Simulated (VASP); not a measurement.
Crystal: CdHg3Se4.

```
Cd Hg Se
1.0
     4.25656    0.00000    0.00000
     0.00000    4.25656    6.01968
     0.00000   -4.25656    6.01968
Cd Hg Se
1 3 4
Cartesian
  2.1283 0.0000 6.0197
  0.0000 2.1283 3.0098
  0.0000 -2.1283 3.0098
  2.1283 0.0000 0.0000
  0.0000 0.0000 10.5344
  0.0000 0.0000 4.5148
  2.1283 -2.1283 7.5246
  2.1283 2.1283 7.5246
```

| Quantity | Value |
| --- | --- |
| Program | VASP 6.6.1 |
| Task | relaxation of cell and atoms |
| Functional | PBE |
| Potentials or basis | VASP PAW PBE potentials, release 64 (Cd, Hg, Se) |
| Cutoff | 600 eV |
| k mesh | 4 × 4 × 4 |
| Occupations | gaussian, width 0.1 eV |
| Spin | no spin polarisation |

At the start: pressure 6.7 GPa; volume 27.27 Å³/atom.

Question: How do energy, volume and symmetry change on relaxing?

Answer: Over 6 steps the energy falls by 62.7 meV/atom and the volume is 30.66 Å³/atom (+12.5 %); space group Amm2 (No. 38, to 0.1 Å) before and after.

The path:
| step | energy change (eV) | largest force (eV/Å) | pressure (GPa) | volume (Å³) |
| --- | --- | --- | --- | --- |
| 1 | 0.0000 | 0.1956 | 6.67 | 218.13 |
| 2 | -0.4398 | 0.0585 | -1.69 | 255.95 |
| 3 | -0.5000 | 0.0847 | 0.02 | 244.84 |
| 4 | -0.4999 | 0.0831 | -0.08 | 245.40 |
| 5 | -0.5007 | 0.0576 | -0.07 | 245.37 |
| 6 | -0.5013 | 0.0234 | -0.06 | 245.31 |

Final structure:
```
Cd Hg Se
1.0
     4.44102    0.00000    0.00000
     0.00000    4.42245    6.24513
     0.00000   -4.42245    6.24513
Cd Hg Se
1 3 4
Direct
  0.50000 0.49976 0.49976
  0.00000 0.49995 0.00027
  0.00000 0.00027 0.49995
  0.50000 0.00022 0.00022
  0.00000 0.87497 0.87497
  0.00000 0.37656 0.37656
  0.50000 0.37550 0.87277
  0.50000 0.87277 0.37550
```

Caveat: the k points lie up to 0.35 Å⁻¹ apart in the final cell.
